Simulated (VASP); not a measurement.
# KMgF3 (P4/mmm) in VASP: notebook

Runs on KMgF3. Level: PBE. Tasks: single point.

Program: VASP 6.6.1. These are calculated values, not measurements. Logs are shortened: lines on timing, memory, paths and dates and some standing lists are left out, and cuts for length are marked.

### 1 The cell of the first run

It takes space group P4/mmm (No. 123, tetragonal). Conventional cell: a = 4.145 Å, b = 4.145 Å, c = 3.826 Å, α = 90.00°, β = 90.00°, γ = 90.00°. Within 3.9 Å of K (site symmetry 4/mmm) lie 12 F at 2.82 to 2.93 Å and 8 Mg at 3.50 Å and 2 K at 3.83 Å. Mg (site symmetry 4/mmm) has 6 F at 1.91 to 2.07 Å within 2.5 Å. F (site symmetry mmm) has 2 Mg at 2.07 Å within 2.7 Å. Within 2.5 Å of F (site symmetry 4/mmm) lie 2 Mg at 1.91 Å.

### 2 Single point, PBE (strain +0.040 along x and y, -0.040 along z)

INCAR reads:

```
SYSTEM = KMgF3
PREC     = Accurate       ! precision mode
ENCUT    = 520            ! plane-wave cutoff, eV
EDIFF    = 1E-6           ! SCF threshold, eV
ISMEAR   = 0              ! smearing method
SIGMA    = 0.05           ! smearing width, eV
LREAL    = .FALSE.        ! projectors in reciprocal space
LASPH    = .TRUE.         ! aspherical terms in the spheres
NELM     = 60             ! most SCF steps
ALGO     = Normal         ! electronic algorithm
ISIF     = 2              ! what is computed and relaxed
LWAVE    = .FALSE.        ! write WAVECAR
LCHARG   = .FALSE.        ! write CHGCAR
GGA      = PE             ! functional
NBANDS   = 24             ! bands
```

KPOINTS reads:

```
Automatic mesh
0
G
  6 6 6
  0 0 0
```

POSCAR reads:

```
KMgF3
1.0
    4.1453360000      0.0000000000      0.0000000000
    0.0000000000      4.1453360000      0.0000000000
    0.0000000000      0.0000000000      3.8264640000
K Mg F
1 1 3
Direct
    0.5000000000      0.5000000000      0.5000000000
    0.0000000000      0.0000000000      0.0000000000
    0.5000000000      0.0000000000      0.0000000000
    0.0000000000      0.5000000000      0.0000000000
    0.0000000000      0.0000000000      0.5000000000
```

Potentials or basis: VASP PAW PBE potentials, release 64 (K_sv, Mg, F).

Started as:

```sh
cat potpaw_PBE.64/K_sv/POTCAR potpaw_PBE.64/Mg/POTCAR potpaw_PBE.64/F/POTCAR > POTCAR
mpirun -np 1 vasp_std > vasp.out
```

OUTCAR:

```text
SYSTEM = KMgF3
   PREC = Accurate
   ENCUT = 520
   EDIFF = 1E-6
   ISMEAR = 0
   LREAL = .FALSE.
   LASPH = .TRUE.
   NELM = 60
   ISIF = 2
   GGA = PE

 ion  position               nearest neighbor table
   1  0.500  0.500  0.500-   3 2.82   4 2.82   3 2.82   4 2.82   3 2.82   3 2.82   4 2.82   4 2.82
                             2 3.50   2 3.50   2 3.50   2 3.50   2 3.50   2 3.50   2 3.50   2 3.50
   2  0.000  0.000  0.000-   5 1.91   5 1.91   3 2.07   4 2.07   4 2.07   3 2.07   1 3.50   1 3.50
                             1 3.50   1 3.50   1 3.50   1 3.50   1 3.50   1 3.50
   3  0.500  0.000  0.000-   2 2.07   2 2.07   1 2.82   1 2.82   1 2.82   1 2.82
   4  0.000  0.500  0.000-   2 2.07   2 2.07   1 2.82   1 2.82   1 2.82   1 2.82
   5  0.000  0.000  0.500-   2 1.91   2 1.91

  LATTYP: Found a simple tetragonal cell.
 ALAT       =     4.1453360000
 C/A-ratio  =     0.9230769231

  Lattice vectors:

 A1 = (   4.1453360000,   0.0000000000,   0.0000000000)
 A2 = (   0.0000000000,   4.1453360000,   0.0000000000)
 A3 = (   0.0000000000,   0.0000000000,   3.8264640000)

Analysis of symmetry for initial positions (statically):
=====================================================================
 Subroutine PRICEL returns:
 Original cell was already a primitive cell.

 Routine SETGRP: Setting up the symmetry group for a
 simple tetragonal supercell.

 Subroutine GETGRP returns: Found 16 space group operations
 (whereof 16 operations were pure point group operations)
 out of a pool of 16 trial point group operations.

The static configuration has the point symmetry D_4h.

Analysis of symmetry for dynamics (positions and initial velocities):
=====================================================================
 Subroutine PRICEL returns:
 Original cell was already a primitive cell.

 Routine SETGRP: Setting up the symmetry group for a
 simple tetragonal supercell.

 Subroutine GETGRP returns: Found 16 space group operations
 (whereof 16 operations were pure point group operations)
 out of a pool of 16 trial point group operations.

The dynamic configuration has the point symmetry D_4h.

 Subroutine INISYM returns: Found 16 space group operations
 (whereof 16 operations are pure point group operations),
 and found     1 'primitive' translations

----------------------------------------------------------------------------------------

                                     Primitive cell

  volume of cell :      65.7532

  direct lattice vectors                    reciprocal lattice vectors
     4.145336000  0.000000000  0.000000000     0.241234969  0.000000000  0.000000000
     0.000000000  4.145336000  0.000000000     0.000000000  0.241234969  0.000000000
     0.000000000  0.000000000  3.826464000     0.000000000  0.000000000  0.261337883

  length of vectors
     4.145336000  4.145336000  3.826464000     0.241234969  0.241234969  0.261337883

  position of ions in fractional coordinates (direct lattice)
     0.500000000  0.500000000  0.500000000
     0.000000000  0.000000000  0.000000000
     0.500000000  0.000000000  0.000000000
     0.000000000  0.500000000  0.000000000
     0.000000000  0.000000000  0.500000000

  ion indices of the primitive-cell ions
   primitive index   ion index
                 1           1
                 2           2
                 3           3
                 4           4
                 5           5

----------------------------------------------------------------------------------------

 KPOINTS: Automatic mesh

Automatic generation of k-mesh.
 Grid dimensions read from file:
 generate k-points for:    6    6    6

 Generating k-lattice:

  Cartesian coordinates                     Fractional coordinates (reciprocal lattice)
     0.040205828  0.000000000  0.000000000     0.166666667  0.000000000  0.000000000
     0.000000000  0.040205828  0.000000000     0.000000000  0.166666667  0.000000000
     0.000000000  0.000000000  0.043556314     0.000000000  0.000000000  0.166666667

  Length of vectors
     0.040205828  0.040205828  0.043556314

  Shift w.r.t. Gamma in fractional coordinates (k-lattice)
     0.000000000  0.000000000  0.000000000

 Subroutine IBZKPT returns following result:
 ===========================================

 Found     40 irreducible k-points:

 Following reciprocal coordinates:
            Coordinates               Weight
  0.000000  0.000000  0.000000      1.000000
  0.166667  0.000000  0.000000      4.000000
  0.333333  0.000000  0.000000      4.000000
  0.500000  0.000000  0.000000      2.000000
  0.166667  0.166667  0.000000      4.000000
  0.333333  0.166667  0.000000      8.000000
[... 16 lines left out ...]
  0.333333  0.000000  0.333333      8.000000
  0.500000  0.000000  0.333333      4.000000
 [... further k-points ...]
   k-points           NKPTS =     40   k-points in BZ     NKDIM =     40   number of bands    NBANDS=     24
   number of dos      NEDOS =    301   number of ions     NIONS =      5
   total plane-waves  NPLWV =  28672
   dimension x,y,z NGX =    32 NGY =   32 NGZ =   28
   dimension x,y,z NGXF=    64 NGYF=   64 NGZF=   56
   ions per type =               1   1   3
   NGX,Y,Z   is equivalent  to a cutoff of  12.83, 12.83, 12.16 a.u.
   NGXF,Y,Z  is equivalent  to a cutoff of  25.67, 25.67, 24.33 a.u.
 SYSTEM =  KMgF3
   PREC   = accura    normal or accurate (medium, high low for compatibility)
   ISTART =      0    job   : 0-new  1-cont  2-samecut
   ICHARG =      2    charge: 1-file 2-atom 10-const
   ISPIN  =      1    spin polarized calculation?
   LNONCOLLINEAR =      F non collinear calculations
   LSORBIT =      F    spin-orbit coupling
   LASPH  =      T    aspherical Exc in radial PAW
   ENCUT  =  520.0 eV  38.22 Ry    6.18 a.u.   7.71  7.71  7.11*2*pi/ulx,y,z
   NELM   =     60;   NELMIN=  2; NELMDL= -5     # of ELM steps
   EDIFF  = 0.1E-05   stopping-criterion for ELM
   LREAL  =      F    real-space projection
   EDIFFG = 0.1E-04   stopping-criterion for IOM
   NSW    =      0    number of steps for IOM
   IBRION =     -1    ionic relax: 0-MD 1-quasi-New 2-CG
   NFREE  =      0    steps in history (QN), initial steepest desc. (CG)
   ISIF   =      2    stress and relaxation
   ISYM   =      2    0-nonsym 1-usesym 2-fastsym
   POTIM  = 0.5000    time-step for ionic-motion
   TEBEG  =    0.0;   TEEND  =   0.0 temperature during run
   PSTRESS=    0.0 pullay stress
   NELECT =      32.0000    total number of electrons
   NUPDOWN=      -1.0000    fix difference up-down
   EMIN   =  10.00;   EMAX   =-10.00  energy-range for DOS
   EFERMI =   0.00;   METHOD = LEGACY
   ISMEAR =     0;   SIGMA  =   0.05  broadening in eV -4-tet -1-fermi 0-gaus
   EFERMI_NEDOS =   21; number of points for ismear=-14 and -15
   IALGO  =     38    algorithm
   IMIX   =      4    mixing-type and parameters
     AMIX     =   0.40;   BMIX     =  1.00
     AMIX_MAG =   1.60;   BMIX_MAG =  1.00
  volume/ion in A,a.u.               =      13.15        88.74
  Fermi-wavevector in a.u.,A,eV,Ry     =   1.287713  2.433425 22.561250  1.658205
  Thomas-Fermi vector in A             =   2.419711
   LORBIT       =      0    0 simple, 1 ext, 2 COOP (PROOUT), +10 PAW based schemes
   GGA     = PE    functional components
   LHFCALC =     F    Hartree Fock is set to
   AEXX    =    0.0000 exact exchange contribution
   IVDW    =     0    specifies the selected vdW correction
   LEPSILON=     F    determine dielectric tensor
   LRPA    =     F    only Hartree local field effects (RPA)
 non-spin polarized calculation
 Gauss-broadening in eV      SIGMA  =   0.05
  energy-cutoff  :      520.00
  volume of cell :       65.75
 maximum number of plane-waves:      1800
 NGX is ok and might be reduce to    32
   NGX = 15   NGY = 15   NGZ = 15

 number of electron      32.0000022 magnetization

 Free energy of the ion-electron system (eV)
  ---------------------------------------------------
  ext. energy  EPLUGINS =         0.00000000
  ---------------------------------------------------
  free energy    TOTEN  =       -24.36385099 eV

  energy without entropy =      -24.36385099  energy(sigma->0) =      -24.36385099

 E-fermi :  -1.5542     XC(G=0):  -9.4959

 val. band max:       -1.7735782434   @ k =   0.5000   0.5000   0.5000
 cond. band min:       5.2277224739   @ k =   0.0000   0.0000   0.0000
 fundamental gap:      7.0013007173
 Fermi energy:        -1.5542285458

 k-point     1 :       0.0000    0.0000    0.0000
  band No.  band energies     occupation
      1     -27.5223      2.00000
      2     -21.9366      2.00000
      3     -21.2215      2.00000
      4     -21.0861      2.00000
      5     -11.0307      2.00000
      6     -11.0307      2.00000
[... 16 lines left out ...]
     23      11.8402      0.00000
     24      14.2026      0.00000

 k-point     2 :       0.1667    0.0000    0.0000
  band No.  band energies     occupation
      1     -27.5176      2.00000
      2     -21.9212      2.00000
      3     -21.2215      2.00000
      4     -21.1073      2.00000
      5     -11.0210      2.00000
      6     -11.0207      2.00000
[... 16 lines left out ...]
     23      11.7907      0.00000
     24      14.1872      0.00000

 k-point     3 :       0.3333    0.0000    0.0000
  band No.  band energies     occupation
      1     -27.5081      2.00000
      2     -21.8883      2.00000
      3     -21.2228      2.00000
      4     -21.1507      2.00000
      5     -11.0015      2.00000
      6     -11.0009      2.00000
[... 16 lines left out ...]
     23      11.7201      0.00000
     24      13.9656      0.00000
[... 514 lines left out ...]
 k-point    23 :       0.3333    0.0000    0.3333
  band No.  band energies     occupation
      1     -27.4868      2.00000
      2     -21.7550      2.00000
      3     -21.3069      2.00000
      4     -21.1546      2.00000
      5     -11.0776      2.00000
      6     -11.0210      2.00000
[... 16 lines left out ...]
     23      12.2381      0.00000
     24      12.8423      0.00000

 k-point    24 :       0.5000    0.0000    0.3333
  band No.  band energies     occupation
      1     -27.4834      2.00000
      2     -21.7475      2.00000
      3     -21.2355      2.00000
      4     -21.2297      2.00000
      5     -11.0791      2.00000
      6     -11.0527      2.00000
[... 16 lines left out ...]
     23      11.9770      0.00000
     24      13.2411      0.00000

 [... further k-points ...]
[... 5 lines left out ...]
  --------------------------------------------------------------------------------------
  -------------------------------------------------------------------------------------
  Total       -0.6211847     -0.6211847      2.6968943      0.0000000     -0.0000000      0.0000000
  in kB      -15.1361075    -15.1361075     65.7139235      0.0000000     -0.0000000      0.0000000
  external PRESSURE =      11.8139028 kB  Pullay stress =       0.0000000 kB

 VOLUME and BASIS-vectors are now :
 -----------------------------------------------------------------------------
  energy-cutoff  :      520.00
  volume of cell :       65.75
      direct lattice vectors                 reciprocal lattice vectors
     4.145336000  0.000000000  0.000000000     0.241234969  0.000000000  0.000000000
     0.000000000  4.145336000  0.000000000     0.000000000  0.241234969  0.000000000
     0.000000000  0.000000000  3.826464000     0.000000000  0.000000000  0.261337883

 POSITION                                       TOTAL-FORCE (eV/Angst)
 -----------------------------------------------------------------------------------
      2.07267      2.07267      1.91323         0.000000      0.000000      0.000000
      0.00000      0.00000      0.00000         0.000000      0.000000      0.000000
      2.07267      0.00000      0.00000         0.000000      0.000000      0.000000
      0.00000      2.07267      0.00000         0.000000      0.000000      0.000000
      0.00000      0.00000      1.91323         0.000000      0.000000      0.000000
 -----------------------------------------------------------------------------------
    total drift:                                0.000000      0.000000     -0.000000

  FREE ENERGIE OF THE ION-ELECTRON SYSTEM (eV)
  ---------------------------------------------------
  free  energy   TOTEN  =       -24.3638509893 eV

  energy  without entropy=      -24.3638509893  energy(sigma->0) =      -24.36385099
```

Run time: 42 s. Hardware: 1 thread of Intel Xeon Platinum 8259CL at 2.50GHz (Skylake/Cascade Lake), shared host; peak memory 0.21 GiB.

Results:

```
Free energy            : -24.3639 eV
Pressure               : 1.2 GPa
Band gap on the k mesh : 7.00 eV (least direct gap 7.31 eV)
```

Stress tensor (GPa, compression positive):
```
-1.51  0.00  0.00
 0.00 -1.51  0.00
 0.00  0.00  6.57
```

Levels at points of the mesh, in eV from the valence-band top:
| k point | band 14 | band 15 | band 16 | band 17 | band 18 | band 19 |
| --- | --- | --- | --- | --- | --- | --- |
| (0.00, 0.00, 0.00) | -0.31 | -0.31 | -0.31 | 7.00 | 9.86 | 10.20 |
| (0.50, 0.00, 0.00) | -0.65 | -0.53 | -0.48 | 9.74 | 9.98 | 10.83 |
| (0.50, 0.50, 0.00) | -0.79 | -0.79 | -0.07 | 10.61 | 11.20 | 12.05 |
| (0.00, 0.00, 0.50) | -0.79 | -0.50 | -0.50 | 10.11 | 10.15 | 11.39 |
| (0.50, 0.00, 0.50) | -0.75 | -0.75 | -0.03 | 10.66 | 11.66 | 12.24 |
| (0.50, 0.50, 0.50) | -0.04 | 0.00 | 0.00 | 10.24 | 10.24 | 10.31 |

Caveat: the cell differs from its parent crystal (strain +0.040 along x and y, -0.040 along z).

(Part 1 of 2 ends here.)
